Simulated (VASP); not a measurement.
A run of VASP 6.6.1 is set up as follows.

INCAR

```
  ALGO = Normal
  EDIFF = 1E-6
  EDIFFG = -0.04
  ENCUT = 600
  GGA = PE
  IBRION = 2
  ISIF = 3
  ISMEAR = 0
  LASPH = T
  LCHARG = F
  LREAL = F
  LWAVE = F
  NELM = 100
  NSW = 90
  PREC = Accurate
  SIGMA = 0.1
```

KPOINTS

```
k-points
0
Gamma
  6 6 4
```

The input POSCAR:

```
Sc2B3
1.0
    3.8462953000      0.0000000000      0.0000000000
   -1.9231476500      3.3309894400      0.0000000000
    0.0000000000      0.0000000000      4.3841286000
Sc B
2 3
Direct
    0.3333333300      0.6666666700      0.1487108700
    0.0000000000      0.0000000000      0.4653478600
    0.8490937800      0.1509062200      0.9569516200
    0.8490937800      0.6981875600      0.9569516200
    0.3018124400      0.1509062200      0.9569516200
```

Potentials or basis: VASP PAW PBE potentials, release 64 (Sc_sv, B).

Launch:

```sh
$ cat potpaw_PBE.64/Sc_sv/POTCAR potpaw_PBE.64/B/POTCAR > POTCAR
$ mpirun -np 1 vasp_std > vasp.out
```

Task: Estimate the space group after relaxing (to 0.05 Å).

Result: P3m1 (No. 156).

Task: What does it give for the relaxed volume?

Result: 13.87 Å³/atom.

Task: What does it give for the relaxed cell?

Result: a = 3.422 Å, b = 3.422 Å, c = 6.838 Å, α = 90.00°, β = 90.00°, γ = 120.00°.

Step by step:
```csv
step,energy change (eV),largest force (eV/Å),pressure (GPa),volume (Å³)
1,0.0000,3.1642,37.98,56.17
2,-0.8797,2.3632,-12.51,80.72
3,-1.5387,0.6279,0.42,69.27
4,-1.5391,0.5710,0.90,68.99
5,-1.6582,0.3867,0.17,70.20
6,-1.8089,0.7206,0.50,73.56
7,-1.9607,0.7478,-2.42,75.42
8,-2.6128,1.6544,-10.42,80.52
9,-3.0918,1.7041,-18.67,88.80
10,-3.1550,1.6531,-16.16,84.74
11,-3.2176,1.6902,-17.61,86.29
12,-3.2074,1.6949,-17.13,85.75
13,-3.2144,1.6901,-17.22,85.83
14,-3.2332,1.6762,-17.46,86.07
15,-3.2606,1.6524,-17.86,86.53
16,-3.2693,1.6808,-18.28,87.39
17,-3.2726,1.6602,-18.13,86.98
18,-3.3031,1.6572,-18.02,86.76
19,-3.3935,1.6423,-17.72,86.11
20,-3.5685,1.6191,-17.03,84.81
21,-3.8927,1.5680,-15.44,82.26
22,-4.4169,1.4423,-11.22,77.28
23,-4.7638,1.0883,2.77,67.87
24,-4.7873,1.1799,-1.00,69.83
25,-4.7876,1.1637,-0.43,69.51
26,-4.8185,1.0337,-0.31,69.38
27,-4.8681,0.6334,0.25,68.97
28,-4.8703,0.7996,0.46,68.86
29,-4.8947,0.4196,0.47,68.85
30,-4.9032,0.3085,0.57,68.84
31,-4.9072,0.2211,0.33,69.00
32,-4.9110,0.0890,-0.15,69.37
33,-4.9111,0.0920,-0.19,69.40
34,-4.9114,0.0333,-0.07,69.34
```

Caveat: the volume moved by over 15 % at a fixed basis, so the end points are rough.
